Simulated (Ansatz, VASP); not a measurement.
## MgCd3Se4: VASP beside Ansatz

```
CELL_PARAMETERS angstrom
-2.84426 2.84426 5.69582
2.84426 -2.84426 5.69582
2.84426 2.84426 -5.69582
ATOMIC_POSITIONS crystal
Mg 0.50000 0.50000 0.00000
Cd 0.75000 0.25000 0.50000
Cd 0.25000 0.75000 0.50000
Cd 0.00000 0.00000 0.00000
Se 0.50000 0.00000 0.50000
Se 0.00000 0.50000 0.50000
Se 0.25624 0.25624 0.00000
Se 0.74376 0.74376 0.00000
```

Alike in both runs: functional PBE; k mesh 4 × 4 × 4; occupations gaussian, width 0.1 eV; no spin polarisation.

Ansatz relaxed the structure, and its values are those at the end. VASP's run is a single point on that final structure, the one shown.

```csv
,VASP,Ansatz
version,VASP 6.6.1,Ansatz 0.2.0
potentials or method,"VASP PAW PBE potentials, release 64 (Mg, Cd, Se), cutoff 520 eV","scalar-relativistic, plane waves, PAW"
valence electrons in the cell,62,134
```

```tsv
	VASP	Ansatz	Ansatz less VASP
gap on the k mesh at the Fermi level (eV)	none	none	-
pressure (GPa)	0.2	0.0	-0.24
rms of the force components (eV/Å)	0.011	0.005	-0.0062
```

A gap of «none» marks a metal or a gap that the smearing closes. VASP's potentials hold 62 valence electrons a cell and Ansatz's 134, so a difference there can come from the potentials and not from the codes.

The k mesh is coarse, so the values compare programs but aren't converged.
